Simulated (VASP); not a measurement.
# PbF2 (Fm-3m) in VASP: notebook, part 2 of 2

VASP 6.6.1.

## (3) Vibrations by perturbation theory, PBEsol

Input file INCAR:

```
PREC = Accurate
ENCUT = 520
EDIFF = 1E-8
ISMEAR = 0
SIGMA = 0.05
LREAL = F
LASPH = T
NELM = 80
ALGO = Normal
ISIF = 2
LWAVE = F
LCHARG = F
GGA = PS
IBRION = 8
NSW = 1
```

Input file KPOINTS:

```
Automatic mesh
0
Gamma
  8 8 8
```

Input file POSCAR:

```
PbF2
1.0
    0.0000000000      2.9489863356      2.9489863356
    2.9489863356      0.0000000000      2.9489863356
    2.9489863356      2.9489863356      0.0000000000
Pb F
1 2
Direct
    0.0000000000      0.0000000000      0.0000000000
    0.2500000000      0.2500000000      0.2500000000
    0.7500000000      0.7500000000      0.7500000000
```

Potentials or basis: VASP PAW PBE potentials, release 64 (Pb_d, F).

Command:

```
cat potpaw_PBE.64/Pb_d/POTCAR potpaw_PBE.64/F/POTCAR > POTCAR
mpirun -np 1 vasp_std > vasp.out
```

OUTCAR:

```text
PREC = Accurate
   ENCUT = 520
   EDIFF = 1E-8
   ISMEAR = 0
   LREAL = F
   LASPH = T
   NELM = 80
   ISIF = 2
   GGA = PS
   IBRION = 8
   NSW = 1

 ion  position               nearest neighbor table
   1  0.000  0.000  0.000-   3 2.55   3 2.55   3 2.55   2 2.55   2 2.55   2 2.55   3 2.55   2 2.55

   2  0.250  0.250  0.250-   1 2.55   1 2.55   1 2.55   1 2.55
   3  0.750  0.750  0.750-   1 2.55   1 2.55   1 2.55   1 2.55

  LATTYP: Found a face centered cubic cell.
 ALAT       =     5.8979726712

  Lattice vectors:

 A1 = (   0.0000000000,   2.9489863356,   2.9489863356)
 A2 = (   2.9489863356,   0.0000000000,   2.9489863356)
 A3 = (   2.9489863356,   2.9489863356,   0.0000000000)

Analysis of symmetry for initial positions (statically):
=====================================================================
 Subroutine PRICEL returns:
 Original cell was already a primitive cell.

 Routine SETGRP: Setting up the symmetry group for a
 face centered cubic supercell.

 Subroutine GETGRP returns: Found 48 space group operations
 (whereof 48 operations were pure point group operations)
 out of a pool of 48 trial point group operations.

The static configuration has the point symmetry O_h .

Analysis of symmetry for dynamics (positions and initial velocities):
=====================================================================
 Subroutine PRICEL returns:
 Original cell was already a primitive cell.

 Routine SETGRP: Setting up the symmetry group for a
 face centered cubic supercell.

 Subroutine GETGRP returns: Found 48 space group operations
 (whereof 48 operations were pure point group operations)
 out of a pool of 48 trial point group operations.

The dynamic configuration has the point symmetry O_h .

 Subroutine INISYM returns: Found 48 space group operations
 (whereof 48 operations are pure point group operations),
 and found     1 'primitive' translations

----------------------------------------------------------------------------------------

                                     Primitive cell

  volume of cell :      51.2918

  direct lattice vectors                    reciprocal lattice vectors
     0.000000000  2.948986336  2.948986336    -0.169549785  0.169549785  0.169549785
     2.948986336  0.000000000  2.948986336     0.169549785 -0.169549785  0.169549785
     2.948986336  2.948986336  0.000000000     0.169549785  0.169549785 -0.169549785

  length of vectors
     4.170496471  4.170496471  4.170496471     0.293668843  0.293668843  0.293668843

  position of ions in fractional coordinates (direct lattice)
[... 643 lines left out ...]

------------------------ aborting loop because EDIFF is reached ----------------------------------------

  FORCE on cell =-STRESS in cart. coord.  units (eV):
  Direction    XX          YY          ZZ          XY          YZ          ZX
  --------------------------------------------------------------------------------------
  -------------------------------------------------------------------------------------
  Total       -0.0637187     -0.0637187     -0.0637187     -0.0000000     -0.0000000     -0.0000000
  in kB       -1.9903479     -1.9903479     -1.9903479     -0.0000000     -0.0000000     -0.0000000
  external PRESSURE =      -1.9903479 kB  Pullay stress =       0.0000000 kB

 VOLUME and BASIS-vectors are now :
 -----------------------------------------------------------------------------
  energy-cutoff  :      520.00
  volume of cell :       51.29
      direct lattice vectors                 reciprocal lattice vectors
     0.000000000  2.948986336  2.948986336    -0.169549785  0.169549785  0.169549785
     2.948986336  0.000000000  2.948986336     0.169549785 -0.169549785  0.169549785
     2.948986336  2.948986336  0.000000000     0.169549785  0.169549785 -0.169549785

 POSITION                                       TOTAL-FORCE (eV/Angst)
 -----------------------------------------------------------------------------------
      0.00000      0.00000      0.00000         0.000000     -0.000000      0.000000
      1.47449      1.47449      1.47449         0.000000      0.000000      0.000000
      4.42348      4.42348      4.42348        -0.000000     -0.000000     -0.000000
 -----------------------------------------------------------------------------------
    total drift:                                0.000000     -0.000000      0.000000

  FREE ENERGIE OF THE ION-ELECTRON SYSTEM (eV)
  ---------------------------------------------------
  free  energy   TOTEN  =       -14.9364821528 eV

  energy  without entropy=      -14.9364821528  energy(sigma->0) =      -14.93648215

[... ionic steps 2 to 3 ...]

--------------------------------------- Ionic step        4  -------------------------------------------

------------------------ aborting loop because EDIFF is reached ----------------------------------------

[... ionic steps 5 to 6 ...]

--------------------------------------- Ionic step        7  -------------------------------------------

 Free energy of the ion-electron system (eV)
  ---------------------------------------------------
  ---------------------------------------------------
  free energy    TOTEN  =        -0.53570878 eV

  energy without entropy =       -0.53570878

------------------------ aborting loop because EDIFF is reached ----------------------------------------

 INTERNAL STRAIN TENSOR  FOR ION    2  DIRECTION 1   (eV/Angst):
 -----------------------------------------------------------------------------
     0.00561  0.00000  0.00000
     0.00000 -0.00294 -2.89115
     0.00000 -2.89115 -0.00294

 INTERNAL STRAIN TENSOR FOR ION    3 for displacements in x,y,z  (eV/Angst):
          X           Y           Z          XY          YZ          ZX
  --------------------------------------------------------------------------------
  x     0.00000     0.00000     0.00000     0.00000     2.89115     0.00000
  y     0.00000    -0.00000     0.00000     0.00000     0.00000     2.89115
  z     0.00000     0.00000     0.00000     2.89115     0.00000     0.00000

 SECOND DERIVATIVES (NOT SYMMETRIZED)
 ------------------------------------
               1X          1Y          1Z          2X          2Y          2Z          3X          3Y          3Z
  1X    -1.480152    0.000000    0.000000    0.740076    0.000000    0.000000    0.740076    0.000000    0.000000
  1Y     0.000000   -1.480152    0.000000    0.000000    0.740076    0.000000    0.000000    0.740076    0.000000
  1Z     0.000000    0.000000   -1.480152    0.000000    0.000000    0.740076    0.000000    0.000000    0.740076
  2X     0.736582    0.000000    0.000000   -2.529770    0.000000    0.000000    1.793189    0.000000    0.000000
  2Y     0.000000    0.736582   -0.000000    0.000000   -2.529770    0.000000    0.000000    1.793189    0.000000
  2Z     0.000000   -0.000000    0.736582    0.000000    0.000000   -2.529770    0.000000    0.000000    1.793189
  3X     0.736582    0.000000    0.000000    1.793189    0.000000    0.000000   -2.529770    0.000000    0.000000
  3Y     0.000000    0.736582   -0.000000    0.000000    1.793189    0.000000    0.000000   -2.529770    0.000000
  3Z     0.000000   -0.000000    0.736582    0.000000    0.000000    1.793189    0.000000    0.000000   -2.529770

 Eigenvectors and eigenvalues of the dynamical matrix
 ----------------------------------------------------

   1 f  =    7.457398 THz    46.856213 2PiTHz  248.752020 cm-1    30.841306 meV
             X         Y         Z           dx          dy          dz
      0.000000  0.000000  0.000000     0.000000    0.000000   -0.000000
      1.474493  1.474493  1.474493     0.614780    0.349351   -0.000000
      4.423480  4.423480  4.423480    -0.614780   -0.349351   -0.000000
[... 43 lines left out ...]
   9 f/i=    0.002873 THz     0.018053 2PiTHz    0.095841 cm-1     0.011883 meV
             X         Y         Z           dx          dy          dz
      0.000000  0.000000  0.000000    -0.782255    0.471385    0.101440
      1.474493  1.474493  1.474493    -0.237430    0.143075    0.030789
      4.423480  4.423480  4.423480    -0.237430    0.143075    0.030789

--------------------------------------------------------------------------------------------------------

 ELASTIC MODULI CONTR FROM IONIC RELAXATION (kBar)
 Direction    XX          YY          ZZ          XY          YZ          ZX
 --------------------------------------------------------------------------------
 XX          -0.0000      0.0000      0.0000      0.0000     -0.0000     -0.0000
 YY           0.0000     -0.0000     -0.0000     -0.0000      0.0000      0.0000
 ZZ           0.0000     -0.0000     -0.0000     -0.0000      0.0000      0.0000
 XY           0.0000     -0.0000     -0.0000   -120.7959      0.0000      0.0000
 YZ          -0.0000      0.0000      0.0000      0.0000   -120.7959     -0.0000
 ZX          -0.0000      0.0000      0.0000      0.0000     -0.0000   -120.7959
 --------------------------------------------------------------------------------
```

stdout:

```text
POSCAR found type information on POSCAR PbF
 POSCAR found :  2 types and       3 ions
 scaLAPACK will be used
 -----------------------------------------------------------------------------
|                                                                             |
|                                                                             |
|     You enforced a specific xc type in the INCAR file but a different       |
|     I HOPE YOU KNOW WHAT YOU ARE DOING!                                     |
|                                                                             |
 -----------------------------------------------------------------------------

 LDA part: xc-table for (Slater+PW92), standard interpolation
 POSCAR, INCAR and KPOINTS ok, starting setup
 FFT: planning ... GRIDC
 FFT: planning ... GRID_SOFT
 FFT: planning ... GRID
 WAVECAR not read
 entering main loop
 Linear response reoptimize wavefunctions to high precision
 Linear response DOF=           2
 Linear response progress:
 first order change of Fermi-energy  -0.12409E-03
 force on displaced ion       1 direction 1 :  -1.480   0.000   0.000
 Linear response progress:
 first order change of Fermi-energy   0.26737E-04
 force on displaced ion       2 direction 1 :  -2.530  -0.000  -0.000
 Linear response finished
```

Wall time 5.3 min (1 thread of Oxide Virtual Turin-like, shared host); peak memory 0.3 GiB.

Results:

```yaml
Highest_phonon_frequency_at_Γ_LO-TO_splitting_left_out: 249 cm⁻¹
```

Phonon frequencies in cm⁻¹ (negative: imaginary):
```
              q point                    frequencies
(0.000, 0.000, 0.000)  0 0 0 112 112 112 249 249 249
```

Caveat: the PAW data sets were made with another functional, which shifts forces and pressure a little; spin-orbit coupling is left out, which moves the levels of the heavy elements.

## (4) Vibrations by perturbation theory, PBEsol

Input file INCAR:

```
SYSTEM = PbF2
ALGO = Normal
EDIFF = 1E-8
ENCUT = 520
GGA = PS
IBRION = 8
ISIF = 2
ISMEAR = 0
LASPH = .TRUE.
LCHARG = .FALSE.
LEPSILON = .TRUE.
LREAL = .FALSE.
LWAVE = .FALSE.
NELM = 100
NSW = 1
PREC = Accurate
SIGMA = 0.01
```

Input file KPOINTS:

```
k-points
0
G
  10 10 10
  0 0 0
```

POSCAR is that of step 3.

Potentials or basis: VASP PAW PBE potentials, release 64 (Pb_d, F).

Command:

```
cat potpaw_PBE.64/Pb_d/POTCAR potpaw_PBE.64/F/POTCAR > POTCAR
mpirun -np 1 vasp_std > vasp.out
```

OUTCAR:

```text
SYSTEM = PbF2
   EDIFF = 1E-8
   ENCUT = 520
   GGA = PS
   IBRION = 8
   ISIF = 2
   ISMEAR = 0
   LASPH = .TRUE.
   LEPSILON = .TRUE.
   LREAL = .FALSE.
   NELM = 100
   NSW = 1
   PREC = Accurate

 ion  position               nearest neighbor table
   1  0.000  0.000  0.000-   3 2.55   3 2.55   3 2.55   2 2.55   2 2.55   2 2.55   3 2.55   2 2.55

   2  0.250  0.250  0.250-   1 2.55   1 2.55   1 2.55   1 2.55
[... 891 lines left out ...]
   9 f/i=    0.002809 THz     0.017647 2PiTHz    0.093686 cm-1     0.011616 meV
             X         Y         Z           dx          dy          dz
      0.000000  0.000000  0.000000    -0.000035   -0.005898    0.918910
      1.474493  1.474493  1.474493    -0.000011   -0.001790    0.278893
      4.423480  4.423480  4.423480    -0.000011   -0.001790    0.278893

--------------------------------------------------------------------------------------------------------

 MACROSCOPIC STATIC DIELECTRIC TENSOR IONIC CONTRIBUTION
 ------------------------------------------------------
          24.636211     0.000000     0.000000
           0.000000    24.636211    -0.000000
           0.000000    -0.000000    24.636211
 ------------------------------------------------------

 ELASTIC MODULI CONTR FROM IONIC RELAXATION (kBar)
 Direction    XX          YY          ZZ          XY          YZ          ZX
 --------------------------------------------------------------------------------
 XX          -0.0000     -0.0000     -0.0000      0.0000      0.0000      0.0000
 YY          -0.0000     -0.0000     -0.0000      0.0000      0.0000      0.0000
 ZZ          -0.0000     -0.0000     -0.0000      0.0000      0.0000      0.0000
 XY           0.0000      0.0000      0.0000   -120.6324      0.0000      0.0000
 YZ           0.0000      0.0000      0.0000      0.0000   -120.6324      0.0000
 ZX           0.0000      0.0000      0.0000      0.0000      0.0000   -120.6324
 --------------------------------------------------------------------------------

 PIEZOELECTRIC TENSOR IONIC CONTR  for field in x, y, z        (C/m^2)
          XX          YY          ZZ          XY          YZ          ZX
  --------------------------------------------------------------------------------
  x    -0.00000    -0.00000    -0.00000     0.00000     0.00000     0.00000
  y     0.00000     0.00000     0.00000     0.00000    -0.00000    -0.00000
  z     0.00000     0.00000     0.00000    -0.00000    -0.00000    -0.00000
```

stdout:

```text
POSCAR found type information on POSCAR PbF
 POSCAR found :  2 types and       3 ions
 scaLAPACK will be used
 -----------------------------------------------------------------------------
|                                                                             |
|                                                                             |
[... 39 lines left out ...]
 first order change of Fermi-energy  -0.59810E-04
 force on displaced ion       1 direction 1 :  -1.480   0.000   0.000
 Born effective charge ion    1 direction 1 :   3.212   0.000   0.000
 Linear response progress:
 first order change of Fermi-energy   0.51693E-04
 force on displaced ion       2 direction 1 :  -2.531  -0.000  -0.000
 Born effective charge ion    2 direction 1 :  -1.607   0.000   0.000
 Born effective charges drift removed
 Linear response finished
```

It took 23 min on 1 thread of Oxide Virtual Turin-like, shared host; peak memory 0.55 GiB.

Results:

```
Electronic dielectric tensor (diagonal)                 : 3.40
Born charges (mean of the diagonal)                     : Pb +3.21; F -1.61 e
Highest phonon frequency at Γ, LO-TO splitting left out : 249 cm⁻¹
```

Phonon frequencies in cm⁻¹ (negative: imaginary):
```tsv
q point	frequencies
(0.000, 0.000, 0.000)	0 0 0 112 112 112 249 249 249
```

Electronic dielectric tensor:
```
3.40 0.00 0.00
0.00 3.40 0.00
0.00 0.00 3.40
```

Born effective charge tensors (e):
atom 1, Pb
```
3.21 0.00 0.00
0.00 3.21 0.00
0.00 0.00 3.21
```
atom 2, F
```
-1.61  0.00  0.00
 0.00 -1.61  0.00
 0.00  0.00 -1.61
```
atom 3, F
```
-1.61  0.00  0.00
 0.00 -1.61  0.00
 0.00  0.00 -1.61
```

Caveat: the PAW data sets were made with another functional, which shifts forces and pressure a little; spin-orbit coupling is left out, which moves the levels of the heavy elements.
